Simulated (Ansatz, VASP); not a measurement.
**Re in VASP and in Ansatz**

```
Re
1.0
     2.73742    0.00000    0.00000
    -1.36871    2.37068    0.00000
     0.00000    0.00000    4.41663
Re
2
Cartesian
  0.0000 1.5805 1.1042
  1.3687 0.7902 3.3125
```

Alike in both runs: functional LDA; k mesh 18 × 18 × 10; occupations gaussian, width 0.1 eV; no spin polarisation.

Ansatz relaxed the structure, and its values are those at the end. VASP's run is a single point on that final structure, the one shown.

|  | VASP | Ansatz |
| --- | --- | --- |
| version | VASP 6.6.1 | Ansatz 0.2.0 |
| potentials or method | VASP PAW LDA potentials, release 64 (Re_sv_GW), cutoff 500 eV | scalar-relativistic, plane waves, PAW |
| valence electrons in the cell | 30 | 30 |

```csv
,VASP,Ansatz,Ansatz less VASP
gap on the k mesh at the Fermi level (eV),none,none,-
pressure (GPa),-1.0,0.0,+0.96
```

LDA's correlation is that of Perdew and Zunger in VASP and of Perdew and Wang (1992) in Ansatz. A gap of «none» marks a metal or a gap that the smearing closes.

Spin-orbit coupling is off throughout.
